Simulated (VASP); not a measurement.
# InP in VASP: single point with PBE+D3(BJ)

Aim: the single point of InP with PBE+D3(BJ).

Program: VASP 6.6.1. These are calculated values, not measurements. Logs are shortened: lines on timing, memory, paths and dates and some standing lists are left out, and cuts for length are marked.

## (1) The cell of the first run

The cell holds a slab with vacuum, 12 atoms: a = 8.335 Å, b = 5.894 Å, c = 20.167 Å, α = 90.00°, β = 90.00°, γ = 90.00°.

## (2) Single point, PBE+D3(BJ)

INCAR

```
ALGO     = Normal         # electronic algorithm
DIPOL    = 0.5 0.5 0.500
EDIFF    = 1E-7           # SCF threshold, eV
ENCUT    = 520            # plane-wave cutoff, eV
GGA      = PE             # functional
IDIPOL   = 3            
ISIF     = 2              # what is computed and relaxed
ISMEAR   = 0              # smearing method
IVDW     = 12             # dispersion correction
LASPH    = T              # aspherical terms in the spheres
LCHARG   = F              # write CHGCAR
LDIPOL   = T            
LREAL    = F              # projectors in reciprocal space
LWAVE    = F              # write WAVECAR
NBANDS   = 66             # bands
NELM     = 80             # most SCF steps
PREC     = Accurate       # precision mode
SIGMA    = 0.05           # smearing width, eV
```

KPOINTS

```
k-points
0
Gamma
  2 3 1
```

POSCAR

```
InP
1.0
    8.3347933232      0.0000000000      0.0000000000
    0.0000000000      5.8935888786      0.0000000000
    0.0000000000      0.0000000000     20.1673966616
In P
6 6
Direct
    0.2500000000      0.5000000000      0.3966798558
    0.7500000000      0.5000000000      0.3966798558
    0.5000000000      0.0553655809      0.5109796512
    0.0000000000      0.0553655809      0.5109796512
    0.7500000000      0.4877783544      0.5810574035
    0.2500000000      0.4877783544      0.5810574035
    0.5000000000      0.2500000000      0.3966798558
    0.0000000000      0.2500000000      0.3966798558
    0.7500000000      0.8026272800      0.4929205218
    0.2500000000      0.8026272800      0.4929205218
    0.0000000000      0.2815503275      0.6204109668
    0.5000000000      0.2815503275      0.6204109668
```

Potentials or basis: VASP PAW PBE potentials, release 64 (In_d, P).

Command:

```
$ cat potpaw_PBE.64/In_d/POTCAR potpaw_PBE.64/P/POTCAR > POTCAR
$ mpirun -np 1 vasp_std > vasp.out
```

OUTCAR:

```text
EDIFF = 1E-7
   ENCUT = 520
   GGA = PE
   ISIF = 2
   ISMEAR = 0
   IVDW = 12
   LASPH = T
   LREAL = F
   NELM = 80
   PREC = Accurate
 IVDW          = 12

 ion  position               nearest neighbor table
   1  0.250  0.500  0.397-   7 2.55   8 2.55  10 2.64   6 3.72
   2  0.750  0.500  0.397-   7 2.55   8 2.55   9 2.64   5 3.72
   3  0.500  0.055  0.511-   7 2.57  12 2.58  10 2.59   9 2.59   5 3.58   6 3.58
   4  0.000  0.055  0.511-   8 2.57  11 2.58  10 2.59   9 2.59   5 3.58   6 3.58
   5  0.750  0.488  0.581-  11 2.54  12 2.54   9 2.57   4 3.58   3 3.58   2 3.72
   6  0.250  0.488  0.581-  11 2.54  12 2.54  10 2.57   4 3.58   3 3.58   1 3.72
   7  0.500  0.250  0.397-   1 2.55   2 2.55   3 2.57
   8  0.000  0.250  0.397-   1 2.55   2 2.55   4 2.57
   9  0.750  0.803  0.493-   5 2.57   4 2.59   3 2.59   2 2.64
  10  0.250  0.803  0.493-   6 2.57   4 2.59   3 2.59   1 2.64
  11  0.000  0.282  0.620-   5 2.54   6 2.54   4 2.58
  12  0.500  0.282  0.620-   5 2.54   6 2.54   3 2.58

  LATTYP: Found a simple orthorhombic cell.
 ALAT       =     5.8935888786
 B/A-ratio  =     1.4142135624
 C/A-ratio  =     3.4219211888

  Lattice vectors:

 A1 = (   0.0000000000,  -5.8935888786,   0.0000000000)
 A2 = (   8.3347933232,   0.0000000000,   0.0000000000)
 A3 = (   0.0000000000,   0.0000000000,  20.1673966616)

Analysis of symmetry for initial positions (statically):
=====================================================================
 Subroutine PRICEL returns following result:

  LATTYP: Found a simple orthorhombic cell.
 ALAT       =     4.1673966616
 B/A-ratio  =     1.4142135624
 C/A-ratio  =     4.8393273545

  Lattice vectors:

 A1 = (   4.1673966616,   0.0000000000,   0.0000000000)
 A2 = (   0.0000000000,   5.8935888786,   0.0000000000)
 A3 = (   0.0000000000,   0.0000000000,  20.1673966616)

   2 primitive cells build up your supercell.

 Routine SETGRP: Setting up the symmetry group for a
 simple orthorhombic supercell.

 Subroutine GETGRP returns: Found  2 space group operations
 (whereof  2 operations were pure point group operations)
 out of a pool of  8 trial point group operations.

The static configuration has the point symmetry C_1h.

Analysis of symmetry for dynamics (positions and initial velocities):
=====================================================================
 Subroutine PRICEL returns following result:

  LATTYP: Found a simple orthorhombic cell.
 ALAT       =     4.1673966616
 B/A-ratio  =     1.4142135624
 C/A-ratio  =     4.8393273545

  Lattice vectors:

 A1 = (   4.1673966616,   0.0000000000,   0.0000000000)
 A2 = (   0.0000000000,   5.8935888786,   0.0000000000)
 A3 = (   0.0000000000,   0.0000000000,  20.1673966616)

   2 primitive cells build up your supercell.

 Routine SETGRP: Setting up the symmetry group for a
 simple orthorhombic supercell.

 Subroutine GETGRP returns: Found  2 space group operations
 (whereof  2 operations were pure point group operations)
 out of a pool of  8 trial point group operations.

The dynamic configuration has the point symmetry C_1h.

 Subroutine INISYM returns: Found  2 space group operations
 (whereof  2 operations are pure point group operations),
 and found     2 'primitive' translations

----------------------------------------------------------------------------------------

                                     Primitive cell

  volume of cell :     495.3299

  direct lattice vectors                    reciprocal lattice vectors
     4.167396662  0.000000000  0.000000000     0.239957960  0.000000000  0.000000000
     0.000000000  5.893588879  0.000000000     0.000000000  0.169675900  0.000000000
     0.000000000  0.000000000 20.167396662     0.000000000  0.000000000  0.049584982

  length of vectors
     4.167396662  5.893588879 20.167396662     0.239957960  0.169675900  0.049584982

  position of ions in fractional coordinates (direct lattice)
     0.500000000  0.500000000  0.396679856
     1.000000000  0.055365581  0.510979651
     0.500000000  0.487778354  0.581057403
     1.000000000  0.250000000  0.396679856
     0.500000000  0.802627280  0.492920522
     0.000000000  0.281550327  0.620410967

  ion indices of the primitive-cell ions
   primitive index   ion index
                 1           1
                 2           3
                 3           6
                 4           7
                 5          10
                 6          11

----------------------------------------------------------------------------------------

 KPOINTS: k-points

Automatic generation of k-mesh.
 Grid dimensions read from file:
 generate k-points for:    2    3    1

 Generating k-lattice:

  Cartesian coordinates                     Fractional coordinates (reciprocal lattice)
     0.059989490  0.000000000  0.000000000     0.500000000  0.000000000  0.000000000
     0.000000000  0.056558633  0.000000000     0.000000000  0.333333333  0.000000000
     0.000000000  0.000000000  0.049584982     0.000000000  0.000000000  1.000000000

  Length of vectors
     0.059989490  0.056558633  0.049584982

  Shift w.r.t. Gamma in fractional coordinates (k-lattice)
     0.000000000  0.000000000  0.000000000

 Subroutine IBZKPT returns following result:
 ===========================================

 Found      4 irreducible k-points:

 Following reciprocal coordinates:
            Coordinates               Weight
  0.000000  0.000000  0.000000      1.000000
  0.500000  0.000000  0.000000      1.000000
  0.000000  0.333333  0.000000      2.000000
  0.500000  0.333333  0.000000      2.000000
   k-points           NKPTS =      4   k-points in BZ     NKDIM =      4   number of bands    NBANDS=     66
   number of dos      NEDOS =    301   number of ions     NIONS =     12
   total plane-waves  NPLWV = 460800
   dimension x,y,z NGX =    64 NGY =   48 NGZ =  150
   dimension x,y,z NGXF=   128 NGYF=   96 NGZF=  300
   ions per type =               6   6
   NGX,Y,Z   is equivalent  to a cutoff of  12.77, 13.54, 12.36 a.u.
   NGXF,Y,Z  is equivalent  to a cutoff of  25.53, 27.08, 24.73 a.u.
 SYSTEM =  unknown system
   PREC   = accura    normal or accurate (medium, high low for compatibility)
   ISTART =      0    job   : 0-new  1-cont  2-samecut
   ICHARG =      2    charge: 1-file 2-atom 10-const
   ISPIN  =      1    spin polarized calculation?
   LNONCOLLINEAR =      F non collinear calculations
   LSORBIT =      F    spin-orbit coupling
   LASPH  =      T    aspherical Exc in radial PAW
   ENCUT  =  520.0 eV  38.22 Ry    6.18 a.u.  15.50 10.96 37.50*2*pi/ulx,y,z
   NELM   =     80;   NELMIN=  2; NELMDL= -5     # of ELM steps
   EDIFF  = 0.1E-06   stopping-criterion for ELM
   LREAL  =      F    real-space projection
   EDIFFG = 0.1E-05   stopping-criterion for IOM
   NSW    =      0    number of steps for IOM
   IBRION =     -1    ionic relax: 0-MD 1-quasi-New 2-CG
   NFREE  =      0    steps in history (QN), initial steepest desc. (CG)
   ISIF   =      2    stress and relaxation
   ISYM   =      2    0-nonsym 1-usesym 2-fastsym
   POTIM  = 0.5000    time-step for ionic-motion
   TEBEG  =    0.0;   TEEND  =   0.0 temperature during run
   PSTRESS=    0.0 pullay stress
   NELECT =     108.0000    total number of electrons
   NUPDOWN=      -1.0000    fix difference up-down
   EMIN   =  10.00;   EMAX   =-10.00  energy-range for DOS
   EFERMI =   0.00;   METHOD = LEGACY
   ISMEAR =     0;   SIGMA  =   0.05  broadening in eV -4-tet -1-fermi 0-gaus
   EFERMI_NEDOS =   21; number of points for ismear=-14 and -15
   IALGO  =     38    algorithm
   IMIX   =      4    mixing-type and parameters
     AMIX     =   0.40;   BMIX     =  1.00
     AMIX_MAG =   1.60;   BMIX_MAG =  1.00
  volume/ion in A,a.u.               =      82.55       557.11
  Fermi-wavevector in a.u.,A,eV,Ry     =   0.782062  1.477883  8.321611  0.611621
  Thomas-Fermi vector in A             =   1.885708
   LORBIT       =      0    0 simple, 1 ext, 2 COOP (PROOUT), +10 PAW based schemes
   GGA     = PE    functional components
   LHFCALC =     F    Hartree Fock is set to
   AEXX    =    0.0000 exact exchange contribution
   IVDW    =    12    specifies the selected vdW correction
   LEPSILON=     F    determine dielectric tensor
   LRPA    =     F    only Hartree local field effects (RPA)
 non-spin polarized calculation
 Gauss-broadening in eV      SIGMA  =   0.05
  energy-cutoff  :      520.00
  volume of cell :      990.66
 maximum number of plane-waves:     26780
 NGX is ok and might be reduce to    64
   NGX = 31   NGY = 21   NGZ = 75

 number of electron     107.9999993 magnetization

 dipolmoment           0.000000      0.000000      0.137488 electrons x Angstroem

 Free energy of the ion-electron system (eV)
  ---------------------------------------------------
  ext. energy  EPLUGINS =         0.00000000
  ---------------------------------------------------
  free energy    TOTEN  =       -45.86007524 eV

  energy without entropy =      -45.86007524  energy(sigma->0) =      -45.86007524

 E-fermi :  -1.5801     XC(G=0):  -3.5726

 val. band max:       -1.8643270087   @ k =   0.0000   0.0000   0.0000
 cond. band min:      -1.1933119514   @ k =   0.0000   0.3333   0.0000
 fundamental gap:      0.6710150573
 Fermi energy:        -1.5800856781

 k-point     1 :       0.0000    0.0000    0.0000
  band No.  band energies     occupation
      1     -16.2686      2.00000
      2     -16.2616      2.00000
      3     -16.2217      2.00000
      4     -16.1939      2.00000
      5     -16.1868      2.00000
      6     -16.1790      2.00000
[... 58 lines left out ...]
     65       1.8090      0.00000
     66       2.3053      0.00000

 k-point     2 :       0.5000    0.0000    0.0000
  band No.  band energies     occupation
      1     -16.2636      2.00000
      2     -16.2636      2.00000
      3     -16.2071      2.00000
      4     -16.2071      2.00000
      5     -16.1799      2.00000
      6     -16.1799      2.00000
[... 58 lines left out ...]
     65       2.4391      0.00000
     66       2.4391      0.00000

 k-point     3 :       0.0000    0.3333    0.0000
  band No.  band energies     occupation
      1     -16.2779      2.00000
      2     -16.2464      2.00000
      3     -16.2178      2.00000
      4     -16.1923      2.00000
      5     -16.1876      2.00000
      6     -16.1782      2.00000
[... 58 lines left out ...]
     65       2.0416      0.00000
     66       2.3927      0.00000

 k-point     4 :       0.5000    0.3333    0.0000
  band No.  band energies     occupation
      1     -16.2612      2.00000
      2     -16.2612      2.00000
      3     -16.2046      2.00000
      4     -16.2046      2.00000
      5     -16.1827      2.00000
      6     -16.1827      2.00000
[... 58 lines left out ...]
     65       2.6842      0.00000
     66       2.6842      0.00000

------------------------ aborting loop because EDIFF is reached ----------------------------------------

 vacuum level on the upper side and lower side of the slab       (xc-potential included)         0.233        -0.256

 Edisp (eV)   -2.31503

 E8    (eV) :    -1.0771

  FORCE on cell =-STRESS in cart. coord.  units (eV):
  Direction    XX          YY          ZZ          XY          YZ          ZX
  --------------------------------------------------------------------------------------
  -------------------------------------------------------------------------------------
  Total      -3.71096    -5.46888    -0.16715     0.00000     0.06918     0.00000
  in kB      -6.00167    -8.84472    -0.27033     0.00000     0.11188     0.00000
  external pressure =       -5.04 kB  Pullay stress =        0.00 kB

 VOLUME and BASIS-vectors are now :
 -----------------------------------------------------------------------------
  energy-cutoff  :      520.00
  volume of cell :      990.66
      direct lattice vectors                 reciprocal lattice vectors
     8.334793323  0.000000000  0.000000000     0.119978980  0.000000000  0.000000000
     0.000000000  5.893588879  0.000000000     0.000000000  0.169675900  0.000000000
     0.000000000  0.000000000 20.167396662     0.000000000  0.000000000  0.049584982

 POSITION                                       TOTAL-FORCE (eV/Angst)
 -----------------------------------------------------------------------------------
      2.08370      2.94679      8.00000         0.000000     -0.442981      0.924888
      6.25109      2.94679      8.00000         0.000000     -0.442981      0.924888
      4.16740      0.32630     10.30513         0.000000      0.013628      0.016065
      0.00000      0.32630     10.30513         0.000000      0.013628      0.016065
      6.25109      2.87477     11.71842        -0.000000     -0.006194     -0.000635
      2.08370      2.87477     11.71842        -0.000000     -0.006194     -0.000635
      4.16740      1.47340      8.00000         0.000000      0.430671     -0.929489
      0.00000      1.47340      8.00000         0.000000      0.430671     -0.929489
      6.25109      4.73036      9.94092         0.000000     -0.001913      0.004947
      2.08370      4.73036      9.94092         0.000000     -0.001913      0.004947
      0.00000      1.65934     12.51207         0.000000      0.006788     -0.015776
      4.16740      1.65934     12.51207         0.000000      0.006788     -0.015776
 -----------------------------------------------------------------------------------
    total drift:                                0.000000     -0.000093      0.000334

  FREE ENERGIE OF THE ION-ELECTRON SYSTEM (eV)
  ---------------------------------------------------
  free  energy   TOTEN  =       -48.1751017254 eV

  energy  without entropy=      -48.1751017254  energy(sigma->0) =      -48.17510173

 vacuum level on the upper side and lower side of the slab         3.325         2.820
```

Run time: 18 min. Hardware: 1 thread of Intel Xeon 8259CL, shared host; peak memory 0.93 GiB.

Results:

| Item | Value |
| --- | --- |
| Free energy | -48.1751 eV |
| Largest force | 1.025 eV/Å |
| Band gap on the k mesh | 0.67 eV |
| Dispersion energy per atom | -0.193 eV |

Forces on the atoms (eV/Å):
```
In   0.000 -0.443  0.925
In   0.000 -0.443  0.925
In   0.000  0.014  0.016
In   0.000  0.014  0.016
In   0.000 -0.006 -0.001
In   0.000 -0.006 -0.001
P    0.000  0.431 -0.929
P    0.000  0.431 -0.929
P    0.000 -0.002  0.005
P    0.000 -0.002  0.005
P    0.000  0.007 -0.016
P    0.000  0.007 -0.016
```

Caveat: spin-orbit coupling is left out, which moves the levels of the heavy elements.
